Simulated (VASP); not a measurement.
# AgCl (I4/mmm) in VASP: a series of runs

AgCl is run at these levels: LDA; tasks: single point.

Everything below comes from runs of VASP 6.6.1. Logs are shortened: lines on timing, memory, paths and dates and some standing lists are left out, and cuts for length are marked.

**1. The cell of the first run**

It takes space group I4/mmm (No. 139, tetragonal). The conventional cell has a = 3.922 Å, b = 3.922 Å, c = 5.380 Å, α = 90.00°, β = 90.00°, γ = 90.00°. Ag (site symmetry 4/mmm) has 6 Cl at 2.69 to 2.77 Å within 3.5 Å. Cl (site symmetry 4/mmm) has 6 Ag at 2.69 to 2.77 Å within 3.5 Å.

**2. Single point, LDA (strain -0.0300 x Voigt [0, 1, 0, 0, 0, 0])**

Contents of INCAR:

```
PREC = Accurate ; ENCUT = 520
EDIFF = 1E-6 ; ISMEAR = 0
SIGMA = 0.05 ; LREAL = F
LASPH = T ; NELM = 60
ALGO = Normal ; ISIF = 2
LWAVE = F ; LCHARG = F
NBANDS = 16
```

Contents of KPOINTS:

```
regular mesh
0
Gamma
  8 8 8
```

Contents of POSCAR:

```
AgCl
1.0
    0.0000000000      2.6899555000      2.7731500000
    2.7731500000      0.0000000000      2.7731500000
    2.7731500000      2.6899555000      0.0000000000
Ag Cl
1 1
Direct
    0.5000000000      0.5000000000      0.5000000000
    0.0000000000      0.0000000000      0.0000000000
```

Potentials or basis: VASP PAW LDA potentials, release 64 (Ag, Cl).

On the command line:

```
$ cat potpaw_LDA.64/Ag/POTCAR potpaw_LDA.64/Cl/POTCAR > POTCAR
$ mpirun -np 1 vasp_std > vasp.out
```

OUTCAR:

```text
PREC = Accurate
   ENCUT = 520
   EDIFF = 1E-6
   ISMEAR = 0
   LREAL = F
   LASPH = T
   NELM = 60
   ISIF = 2

 ion  position               nearest neighbor table
   1  0.500  0.500  0.500-   2 2.69   2 2.69   2 2.77   2 2.77   2 2.77   2 2.77
   2  0.000  0.000  0.000-   1 2.69   1 2.69   1 2.77   1 2.77   1 2.77   1 2.77

  LATTYP: Found a body centered tetragonal cell.
 ALAT       =     3.9218263405
 C/A-ratio  =     1.3717871555

  Lattice vectors:

 A1 = (   0.0000000000,  -2.6899555000,   2.7731500000)
 A2 = (   0.0000000000,  -2.6899555000,  -2.7731500000)
 A3 = (   2.7731500000,   2.6899555000,   0.0000000000)

Analysis of symmetry for initial positions (statically):
=====================================================================
 Subroutine PRICEL returns:
 Original cell was already a primitive cell.

 Routine SETGRP: Setting up the symmetry group for a
 body centered tetragonal supercell.

 Subroutine GETGRP returns: Found 16 space group operations
 (whereof 16 operations were pure point group operations)
 out of a pool of 16 trial point group operations.

The static configuration has the point symmetry D_4h.

Analysis of symmetry for dynamics (positions and initial velocities):
=====================================================================
 Subroutine PRICEL returns:
 Original cell was already a primitive cell.

 Routine SETGRP: Setting up the symmetry group for a
 body centered tetragonal supercell.

 Subroutine GETGRP returns: Found 16 space group operations
 (whereof 16 operations were pure point group operations)
 out of a pool of 16 trial point group operations.

The dynamic configuration has the point symmetry D_4h.

 Subroutine INISYM returns: Found 16 space group operations
 (whereof 16 operations are pure point group operations),
 and found     1 'primitive' translations

----------------------------------------------------------------------------------------

                                     Primitive cell

  volume of cell :      41.3735

  direct lattice vectors                    reciprocal lattice vectors
     0.000000000  2.689955500  2.773150000    -0.180300380  0.185876681  0.180300380
     2.773150000  0.000000000  2.773150000     0.180300380 -0.185876681  0.180300380
     2.773150000  2.689955500  0.000000000     0.180300380  0.185876681 -0.180300380

  length of vectors
     3.863446844  3.921826340  3.863446844     0.315541748  0.315541748  0.315541748

  position of ions in fractional coordinates (direct lattice)
     0.500000000  0.500000000  0.500000000
     0.000000000  0.000000000  0.000000000

  ion indices of the primitive-cell ions
   primitive index   ion index
                 1           1
                 2           2

----------------------------------------------------------------------------------------

 KPOINTS: regular mesh

Automatic generation of k-mesh.
 Grid dimensions read from file:
 generate k-points for:    8    8    8

 Generating k-lattice:

  Cartesian coordinates                     Fractional coordinates (reciprocal lattice)
    -0.022537548  0.023234585  0.022537548     0.125000000  0.000000000  0.000000000
     0.022537548 -0.023234585  0.022537548     0.000000000  0.125000000  0.000000000
     0.022537548  0.023234585 -0.022537548     0.000000000  0.000000000  0.125000000

  Length of vectors
     0.039442719  0.039442719  0.039442719

  Shift w.r.t. Gamma in fractional coordinates (k-lattice)
     0.000000000  0.000000000  0.000000000

 Subroutine IBZKPT returns following result:
 ===========================================

 Found     59 irreducible k-points:

 Following reciprocal coordinates:
            Coordinates               Weight
  0.000000  0.000000  0.000000      1.000000
  0.125000  0.000000  0.000000      8.000000
  0.250000  0.000000  0.000000      8.000000
  0.375000  0.000000  0.000000      8.000000
  0.500000  0.000000  0.000000      4.000000
  0.125000  0.125000  0.000000      4.000000
[... 16 lines left out ...]
  0.250000  0.000000  0.125000      8.000000
  0.375000  0.000000  0.125000      8.000000
 [... further k-points ...]
   k-points           NKPTS =     59   k-points in BZ     NKDIM =     59   number of bands    NBANDS=     16
   number of dos      NEDOS =    301   number of ions     NIONS =      2
   total plane-waves  NPLWV =  27000
   dimension x,y,z NGX =    30 NGY =   30 NGZ =   30
   dimension x,y,z NGXF=    60 NGYF=   60 NGZF=   60
   ions per type =               1   1
   NGX,Y,Z   is equivalent  to a cutoff of  12.91, 12.72, 12.91 a.u.
   NGXF,Y,Z  is equivalent  to a cutoff of  25.82, 25.43, 25.82 a.u.
 SYSTEM =  unknown system
   PREC   = accura    normal or accurate (medium, high low for compatibility)
   ISTART =      0    job   : 0-new  1-cont  2-samecut
   ICHARG =      2    charge: 1-file 2-atom 10-const
   ISPIN  =      1    spin polarized calculation?
   LNONCOLLINEAR =      F non collinear calculations
   LSORBIT =      F    spin-orbit coupling
   LASPH  =      T    aspherical Exc in radial PAW
   ENCUT  =  520.0 eV  38.22 Ry    6.18 a.u.   7.18  7.29  7.18*2*pi/ulx,y,z
   NELM   =     60;   NELMIN=  2; NELMDL= -5     # of ELM steps
   EDIFF  = 0.1E-05   stopping-criterion for ELM
   LREAL  =      F    real-space projection
   EDIFFG = 0.1E-04   stopping-criterion for IOM
   NSW    =      0    number of steps for IOM
   IBRION =     -1    ionic relax: 0-MD 1-quasi-New 2-CG
   NFREE  =      0    steps in history (QN), initial steepest desc. (CG)
   ISIF   =      2    stress and relaxation
   ISYM   =      2    0-nonsym 1-usesym 2-fastsym
   POTIM  = 0.5000    time-step for ionic-motion
   TEBEG  =    0.0;   TEEND  =   0.0 temperature during run
   PSTRESS=    0.0 pullay stress
   NELECT =      18.0000    total number of electrons
   NUPDOWN=      -1.0000    fix difference up-down
   EMIN   =  10.00;   EMAX   =-10.00  energy-range for DOS
   EFERMI =   0.00;   METHOD = LEGACY
   ISMEAR =     0;   SIGMA  =   0.05  broadening in eV -4-tet -1-fermi 0-gaus
   EFERMI_NEDOS =   21; number of points for ismear=-14 and -15
   IALGO  =     38    algorithm
   IMIX   =      4    mixing-type and parameters
     AMIX     =   0.40;   BMIX     =  1.00
     AMIX_MAG =   1.60;   BMIX_MAG =  1.00
  volume/ion in A,a.u.               =      20.69       139.60
  Fermi-wavevector in a.u.,A,eV,Ry     =   1.240486  2.344178 20.936707  1.538805
  Thomas-Fermi vector in A             =   2.374924
   LORBIT       =      0    0 simple, 1 ext, 2 COOP (PROOUT), +10 PAW based schemes
   GGA     = CA    functional components
   LHFCALC =     F    Hartree Fock is set to
   AEXX    =    0.0000 exact exchange contribution
   IVDW    =     0    specifies the selected vdW correction
   LEPSILON=     F    determine dielectric tensor
   LRPA    =     F    only Hartree local field effects (RPA)
 non-spin polarized calculation
 Gauss-broadening in eV      SIGMA  =   0.05
  energy-cutoff  :      520.00
  volume of cell :       41.37
 maximum number of plane-waves:      1128
 NGX is ok and might be reduce to    30
   NGX = 15   NGY = 15   NGZ = 15

 number of electron      18.0000007 magnetization

 Free energy of the ion-electron system (eV)
  ---------------------------------------------------
  ext. energy  EPLUGINS =         0.00000000
  ---------------------------------------------------
  free energy    TOTEN  =        -6.74992644 eV

  energy without entropy =       -6.74992644  energy(sigma->0) =       -6.74992644

 E-fermi :   4.3279     XC(G=0): -10.5924

 val. band max:        4.0704370474   @ k =   0.5000   0.0000   0.0000
 cond. band min:       4.6231424777   @ k =   0.0000   0.0000   0.0000
 fundamental gap:      0.5527054303
 Fermi energy:         4.3278861949

 k-point     1 :       0.0000    0.0000    0.0000
  band No.  band energies     occupation
      1     -11.2856      2.00000
      2       1.2931      2.00000
      3       1.2931      2.00000
      4       1.3530      2.00000
      5       1.3678      2.00000
      6       1.3773      2.00000
[... 8 lines left out ...]
     15      16.9120      0.00000
     16      16.9120      0.00000

 k-point     2 :       0.1250    0.0000    0.0000
  band No.  band energies     occupation
      1     -11.2173      2.00000
      2       0.5773      2.00000
      3       0.6719      2.00000
      4       0.7089      2.00000
      5       1.3631      2.00000
      6       1.4020      2.00000
[... 8 lines left out ...]
     15      15.9617      0.00000
     16      16.5614      0.00000

 k-point     3 :       0.2500    0.0000    0.0000
  band No.  band energies     occupation
      1     -11.0444      2.00000
      2      -0.4966      2.00000
      3       0.0353      2.00000
      4       0.1176      2.00000
      5       1.5136      2.00000
      6       1.5319      2.00000
[... 8 lines left out ...]
     15      16.1778      0.00000
     16      16.4857      0.00000

 k-point     4 :       0.3750    0.0000    0.0000
  band No.  band energies     occupation
      1     -10.8587      2.00000
      2      -1.3264      2.00000
      3      -0.3552      2.00000
      4      -0.2607      2.00000
      5       1.6671      2.00000
      6       1.6722      2.00000
[... 8 lines left out ...]
     15      17.0336      0.00000
     16      17.1091      0.00000
[... 324 lines left out ...]
 k-point    22 :       0.1250    0.0000    0.1250
  band No.  band energies     occupation
      1     -11.1891      2.00000
      2      -0.0123      2.00000
      3       0.9288      2.00000
      4       0.9288      2.00000
      5       1.3179      2.00000
      6       1.4019      2.00000
[... 8 lines left out ...]
     15      17.6935      0.00000
     16      17.8782      0.00000

 k-point    23 :       0.2500    0.0000    0.1250
  band No.  band energies     occupation
      1     -11.0527      2.00000
      2      -0.6391      2.00000
      3       0.3776      2.00000
      4       0.4624      2.00000
      5       1.3670      2.00000
      6       1.5382      2.00000
[... 8 lines left out ...]
     15      17.3348      0.00000
     16      17.9147      0.00000

 k-point    24 :       0.3750    0.0000    0.1250
  band No.  band energies     occupation
      1     -10.8792      2.00000
      2      -1.1708      2.00000
      3      -0.2223      2.00000
      4      -0.0195      2.00000
      5       1.5113      2.00000
      6       1.7002      2.00000
[... 8 lines left out ...]
     15      17.7996      0.00000
     16      17.9265      0.00000

 [... further k-points ...]
[... 5 lines left out ...]
  --------------------------------------------------------------------------------------
  -------------------------------------------------------------------------------------
  Total       -1.1229210     -1.0035145     -1.1229210     -0.0000000     -0.0000000      0.0000000
  in kB      -43.4848495    -38.8608619    -43.4848495     -0.0000000     -0.0000000      0.0000000
  external PRESSURE =     -41.9435203 kB  Pullay stress =       0.0000000 kB

 VOLUME and BASIS-vectors are now :
 -----------------------------------------------------------------------------
  energy-cutoff  :      520.00
  volume of cell :       41.37
      direct lattice vectors                 reciprocal lattice vectors
     0.000000000  2.689955500  2.773150000    -0.180300380  0.185876681  0.180300380
     2.773150000  0.000000000  2.773150000     0.180300380 -0.185876681  0.180300380
     2.773150000  2.689955500  0.000000000     0.180300380  0.185876681 -0.180300380

 POSITION                                       TOTAL-FORCE (eV/Angst)
 -----------------------------------------------------------------------------------
      2.77315      2.68996      2.77315        -0.000000      0.000000      0.000000
      0.00000      0.00000      0.00000         0.000000      0.000000     -0.000000
 -----------------------------------------------------------------------------------
    total drift:                                0.000000      0.000000      0.000000

  FREE ENERGIE OF THE ION-ELECTRON SYSTEM (eV)
  ---------------------------------------------------
  free  energy   TOTEN  =        -6.7499264366 eV

  energy  without entropy=       -6.7499264366  energy(sigma->0) =       -6.74992644
```

Wall time 39 s (1 thread of Intel Xeon 8259CL, shared host); peak memory 0.17 GiB.

Results:

* Free energy: -6.7499 eV
* Pressure: -4.2 GPa
* Band gap on the k mesh: 0.55 eV (least direct gap 3.04 eV)

Levels at points of the mesh, in eV from the valence-band top:
| k point | band 5 | band 6 | band 7 | band 8 | band 9 | band 10 | band 11 | band 12 | band 13 | band 14 |
| --- | --- | --- | --- | --- | --- | --- | --- | --- | --- | --- |
| (0.00, 0.00, 0.00) | -2.70 | -2.69 | -2.61 | -2.49 | -2.49 | 0.55 | 10.62 | 10.62 | 10.69 | 11.91 |
| (0.50, 0.00, 0.00) | -2.35 | -2.33 | -2.00 | -0.19 | 0.00 | 3.79 | 6.43 | 7.14 | 7.47 | 13.30 |
| (0.50, 0.50, 0.00) | -3.13 | -2.52 | -2.22 | -2.20 | -2.10 | 1.99 | 7.79 | 8.29 | 11.12 | 11.61 |
| (0.50, 0.00, 0.50) | -3.09 | -2.47 | -2.21 | -2.21 | -2.10 | 1.96 | 7.58 | 8.59 | 11.14 | 11.14 |

Caveat: the cell differs from its parent crystal (strain -0.0300 x Voigt [0, 1, 0, 0, 0, 0]); the cell stands under tension; semilocal functionals underestimate gaps, and a narrow one can read as zero.

[end of part 1 of 2]
